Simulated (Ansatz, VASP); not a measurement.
## One calculation of HCl, two programs

```
Cl H
1.0
     7.41686    0.00000    0.00000
     0.00000    7.41686    0.00000
     0.00000    0.00000    7.41686
Cl H
10 10
Direct
  0.59330 0.33423 0.60793
  0.40539 0.18129 0.98474
  0.63151 0.57167 0.21214
  0.95446 0.64724 0.58073
  0.04695 0.49919 0.00308
  0.48045 0.78408 0.73891
  0.77079 0.06571 0.27474
  0.17494 0.26541 0.43224
  0.95639 0.02843 0.82513
  0.23514 0.82817 0.24378
  0.61981 0.43688 0.46365
  0.35024 0.05228 0.09311
  0.49596 0.67963 0.25207
  0.04109 0.50344 0.52120
  0.99805 0.56243 0.84320
  0.45136 0.94704 0.80291
  0.83810 0.05083 0.11234
  0.33517 0.30003 0.50290
  0.09478 0.12569 0.87387
  0.17159 0.70803 0.12238
```

Alike in both runs: functional PBE; dispersion D3(BJ); k mesh 1 × 1 × 1; occupations fermi-dirac, width 0.05 eV; no spin polarisation.

Ansatz relaxed the structure, and its values are those at the end. VASP's run is a single point on that final structure, the one shown.

|  | VASP | Ansatz |
| --- | --- | --- |
| version | VASP 6.6.1 | Ansatz 0.2.0 |
| potentials or method | VASP PAW PBE potentials, release 64 (Cl, H), cutoff 520 eV | scalar-relativistic, plane waves, PAW |
| valence electrons in the cell | 80 | 80 |

|  | VASP | Ansatz | Ansatz less VASP |
| --- | --- | --- | --- |
| rms of the force components (eV/Å) | 0.147 | 0.106 | -0.0410 |
